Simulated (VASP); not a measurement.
# TaN (I4/mmm) in VASP: notebook, part 2 of 2

VASP 6.6.1. Earlier steps stand in the parts before.

## 3. Single point, r2SCAN (biaxial strain in the a-b plane: +4.5 %, then relaxed in part)

POSCAR

```
TaN
1.0
    2.2971882997      2.2971882997      0.0000000000
   -2.2971882997      2.2971882997      0.0000000000
    0.0000000000      0.0000000000      4.3227544628
Ta N
2 2
Direct
    0.5000000000      0.5000000000      0.0000000000
    0.0000000000      0.0000000000      0.5000000000
    0.0000000000      0.0000000000      0.0000000000
    0.5000000000      0.5000000000      0.5000000000
```

INCAR.step1

```
SYSTEM = TaN
ALGO = Normal ; EDIFF = 1E-4
ENCUT = 520 ; GGA = PE
ISMEAR = 0 ; LASPH = .True.
LCHARG = .False. ; LREAL = .False.
LWAVE = .True. ; NBANDS = 24
NELM = 60 ; PREC = Accurate
SIGMA = 0.1
```

INCAR.step2

```
SYSTEM = TaN
ALGO = Normal ; EDIFF = 1E-7
ENCUT = 520 ; ISIF = 2
ISMEAR = 0 ; ISTART = 1
LASPH = .True. ; LCHARG = .False.
LMIXTAU = .True. ; LREAL = .False.
LWAVE = .False. ; METAGGA = R2SCAN
NBANDS = 24 ; NELM = 60
PREC = Accurate ; SIGMA = 0.1
```

KPOINTS

```
k-points
0
Gamma
  16 16 12
  0 0 0
```

Potentials or basis: VASP PAW PBE potentials, release 64 (Ta_pv, N).

On the command line:

```
$ cat potpaw_PBE.64/Ta_pv/POTCAR potpaw_PBE.64/N/POTCAR > POTCAR
$ cp INCAR.step1 INCAR
$ mpirun -np 1 vasp_std > vasp.out
$ cp INCAR.step2 INCAR
$ mpirun -np 1 vasp_std > vasp.out
```

OUTCAR:

```text
SYSTEM = TaN
   EDIFF = 1E-7
   ENCUT = 520
   ISIF = 2
   ISMEAR = 0
   ISTART = 1
   LASPH = .True.
   LREAL = .False.
   METAGGA = R2SCAN
   NELM = 60
   PREC = Accurate

 ion  position               nearest neighbor table
   1  0.500  0.500  0.000-   4 2.16   4 2.16   3 2.30   3 2.30   3 2.30   3 2.30   2 3.15   2 3.15
                             2 3.15   2 3.15   2 3.15   2 3.15   2 3.15   2 3.15
   2  0.000  0.000  0.500-   3 2.16   3 2.16   4 2.30   4 2.30   4 2.30   4 2.30   1 3.15   1 3.15
                             1 3.15   1 3.15   1 3.15   1 3.15   1 3.15   1 3.15
   3  0.000  0.000  0.000-   2 2.16   2 2.16   1 2.30   1 2.30   1 2.30   1 2.30
   4  0.500  0.500  0.500-   1 2.16   1 2.16   2 2.30   2 2.30   2 2.30   2 2.30

  LATTYP: Found a simple tetragonal cell.
 ALAT       =     3.2487148488
 C/A-ratio  =     1.3306044587

  Lattice vectors:

 A1 = (   2.2971882997,   2.2971882997,   0.0000000000)
 A2 = (  -2.2971882997,   2.2971882997,   0.0000000000)
 A3 = (   0.0000000000,   0.0000000000,   4.3227544628)

Analysis of symmetry for initial positions (statically):
=====================================================================
 Subroutine PRICEL returns following result:

  LATTYP: Found a body centered tetragonal cell.
 ALAT       =     3.2487148488
 C/A-ratio  =     1.3306044587

  Lattice vectors:

 A1 = (   0.0000000000,  -2.2971882997,  -2.1613772314)
 A2 = (   0.0000000000,   2.2971882997,  -2.1613772314)
 A3 = (   2.2971882997,   0.0000000000,   2.1613772314)

   2 primitive cells build up your supercell.

 Routine SETGRP: Setting up the symmetry group for a
 simple tetragonal supercell.

 Subroutine GETGRP returns: Found 16 space group operations
 (whereof 16 operations were pure point group operations)
 out of a pool of 16 trial point group operations.

The static configuration has the point symmetry D_4h.

Analysis of symmetry for dynamics (positions and initial velocities):
=====================================================================
 Subroutine PRICEL returns following result:

  LATTYP: Found a body centered tetragonal cell.
 ALAT       =     3.2487148488
 C/A-ratio  =     1.3306044587

  Lattice vectors:

 A1 = (   0.0000000000,  -2.2971882997,  -2.1613772314)
 A2 = (   0.0000000000,   2.2971882997,  -2.1613772314)
 A3 = (   2.2971882997,   0.0000000000,   2.1613772314)

   2 primitive cells build up your supercell.

 Routine SETGRP: Setting up the symmetry group for a
 simple tetragonal supercell.

 Subroutine GETGRP returns: Found 16 space group operations
 (whereof 16 operations were pure point group operations)
 out of a pool of 16 trial point group operations.

The dynamic configuration has the point symmetry D_4h.

 Subroutine INISYM returns: Found 16 space group operations
 (whereof 16 operations are pure point group operations),
 and found     2 'primitive' translations

----------------------------------------------------------------------------------------

                                     Primitive cell

  volume of cell :      22.8115

  direct lattice vectors                    reciprocal lattice vectors
     0.000000000 -2.297188300 -2.161377231     0.217657386 -0.217657386 -0.231333981
     0.000000000  2.297188300 -2.161377231     0.217657386  0.217657386 -0.231333981
[... 40 lines left out ...]
 Following reciprocal coordinates:
            Coordinates               Weight
  0.000000  0.000000  0.000000      1.000000
  0.062500  0.000000  0.000000      4.000000
  0.125000  0.000000  0.000000      4.000000
  0.187500  0.000000  0.000000      4.000000
  0.250000  0.000000  0.000000      4.000000
  0.312500  0.000000  0.000000      4.000000
[... 16 lines left out ...]
  0.437500  0.125000  0.000000      8.000000
  0.500000  0.125000  0.000000      4.000000
 [... further k-points ...]
   k-points           NKPTS =    315   k-points in BZ     NKDIM =    315   number of bands    NBANDS=     24
   number of dos      NEDOS =    301   number of ions     NIONS =      4
   total plane-waves  NPLWV =  18432
   dimension x,y,z NGX =    24 NGY =   24 NGZ =   32
   dimension x,y,z NGXF=    48 NGYF=   48 NGZF=   64
   ions per type =               2   2
   NGX,Y,Z   is equivalent  to a cutoff of  12.28, 12.28, 12.31 a.u.
   NGXF,Y,Z  is equivalent  to a cutoff of  24.56, 24.56, 24.61 a.u.
 SYSTEM =  TaN
   PREC   = accura    normal or accurate (medium, high low for compatibility)
   ISTART =      1    job   : 0-new  1-cont  2-samecut
   ICHARG =      0    charge: 1-file 2-atom 10-const
   ISPIN  =      1    spin polarized calculation?
   LNONCOLLINEAR =      F non collinear calculations
   LSORBIT =      F    spin-orbit coupling
   LASPH  =      T    aspherical Exc in radial PAW
   ENCUT  =  520.0 eV  38.22 Ry    6.18 a.u.   6.04  6.04  8.04*2*pi/ulx,y,z
   NELM   =     60;   NELMIN=  2; NELMDL=  0     # of ELM steps
   EDIFF  = 0.1E-06   stopping-criterion for ELM
   LREAL  =      F    real-space projection
   EDIFFG = 0.1E-05   stopping-criterion for IOM
   NSW    =      0    number of steps for IOM
   IBRION =     -1    ionic relax: 0-MD 1-quasi-New 2-CG
   NFREE  =      0    steps in history (QN), initial steepest desc. (CG)
   ISIF   =      2    stress and relaxation
   ISYM   =      2    0-nonsym 1-usesym 2-fastsym
   POTIM  = 0.5000    time-step for ionic-motion
   TEBEG  =    0.0;   TEEND  =   0.0 temperature during run
   PSTRESS=    0.0 pullay stress
   NELECT =      32.0000    total number of electrons
   NUPDOWN=      -1.0000    fix difference up-down
   EMIN   =  10.00;   EMAX   =-10.00  energy-range for DOS
   EFERMI =   0.00;   METHOD = LEGACY
   ISMEAR =     0;   SIGMA  =   0.10  broadening in eV -4-tet -1-fermi 0-gaus
   EFERMI_NEDOS =   21; number of points for ismear=-14 and -15
   IALGO  =     38    algorithm
   IMIX   =      4    mixing-type and parameters
     AMIX     =   0.40;   BMIX     =  1.00
     AMIX_MAG =   1.60;   BMIX_MAG =  1.00
  volume/ion in A,a.u.               =      11.41        76.97
  Fermi-wavevector in a.u.,A,eV,Ry     =   1.454555  2.748711 28.786270  2.115731
  Thomas-Fermi vector in A             =   2.571692
   LORBIT       =      0    0 simple, 1 ext, 2 COOP (PROOUT), +10 PAW based schemes
   METAGGA = R2SCAN    functional components
   LHFCALC =     F    Hartree Fock is set to
   AEXX    =    0.0000 exact exchange contribution
   IVDW    =     0    specifies the selected vdW correction
   LEPSILON=     F    determine dielectric tensor
   LRPA    =     F    only Hartree local field effects (RPA)
 non-spin polarized calculation
 Gauss-broadening in eV      SIGMA  =   0.10
  energy-cutoff  :      520.00
  volume of cell :       45.62
 maximum number of plane-waves:      1248
   NGX = 13   NGY = 13   NGZ = 17

 number of electron      32.0000004 magnetization

 Free energy of the ion-electron system (eV)
  ---------------------------------------------------
  ext. energy  EPLUGINS =         0.00000000
  ---------------------------------------------------
  free energy    TOTEN  =      -118.91363287 eV

  energy without entropy =     -118.90538343  energy(sigma->0) =     -118.90950815

 E-fermi :   8.8100     XC(G=0): -14.0059

 val. band max:        8.8010245803   @ k =   0.1250   0.0625   0.3333
 cond. band min:       8.8200409810   @ k =   0.3750   0.0625   0.3333
 fundamental gap:      0.0190164007
 Fermi energy:         8.8099888828

 k-point     1 :       0.0000    0.0000    0.0000
  band No.  band energies     occupation
      1     -28.9935      2.00000
      2     -28.7223      2.00000
      3     -28.7223      2.00000
      4     -28.4557      2.00000
      5     -28.4557      2.00000
      6     -28.4134      2.00000
[... 637 lines left out ...]
     23      14.1137      0.00000
     24      14.1137      0.00000

 [... further k-points ...]

------------------------ aborting loop because EDIFF is reached ----------------------------------------

  FORCE on cell =-STRESS in cart. coord.  units (eV):
  Direction    XX          YY          ZZ          XY          YZ          ZX
  --------------------------------------------------------------------------------------
  -------------------------------------------------------------------------------------
  Total       -7.5946328     -7.5946328      0.4375631      0.0000000      0.0000000      0.0000000
  in kB     -266.7065051   -266.7065051     15.3662366      0.0000000      0.0000000      0.0000000
  external PRESSURE =    -172.6822578 kB  Pullay stress =       0.0000000 kB

 VOLUME and BASIS-vectors are now :
 -----------------------------------------------------------------------------
  energy-cutoff  :      520.00
  volume of cell :       45.62
      direct lattice vectors                 reciprocal lattice vectors
     2.297188300  2.297188300  0.000000000     0.217657386  0.217657386  0.000000000
    -2.297188300  2.297188300  0.000000000    -0.217657386  0.217657386  0.000000000
     0.000000000  0.000000000  4.322754463     0.000000000  0.000000000  0.231333981

 POSITION                                       TOTAL-FORCE (eV/Angst)
 -----------------------------------------------------------------------------------
      0.00000      2.29719      0.00000         0.000000     -0.000000     -0.000000
      0.00000      0.00000      2.16138         0.000000      0.000000      0.000000
      0.00000      0.00000      0.00000         0.000000      0.000000      0.000000
      0.00000      2.29719      2.16138        -0.000000     -0.000000     -0.000000
 -----------------------------------------------------------------------------------
    total drift:                                0.000000     -0.000000     -0.000000

  FREE ENERGIE OF THE ION-ELECTRON SYSTEM (eV)
  ---------------------------------------------------
  free  energy   TOTEN  =      -118.9136328750 eV

  energy  without entropy=     -118.9053834309  energy(sigma->0) =     -118.90950815
```

It took 16 min on 1 thread of Intel Xeon 8259CL, shared host; peak memory 0.39 GiB.

Results:

| Quantity | Value |
| --- | --- |
| Free energy | -118.9136 eV |
| Pressure | -17.3 GPa |
| Band gap on the k mesh | zero (bands 16 and 17 overlap by 3.64 eV) |

Stress tensor (GPa, compression positive):
```
-26.67   0.00   0.00
  0.00 -26.67   0.00
  0.00   0.00   1.54
```

Caveat: the cell differs from its parent crystal (biaxial strain in the a-b plane: +4.5 %, then relaxed in part); the stress differs along the axes, from -27 to 2 GPa; the PAW data sets were made with another functional, which shifts forces and pressure a little; spin-orbit coupling is left out, which moves the levels of the heavy elements.
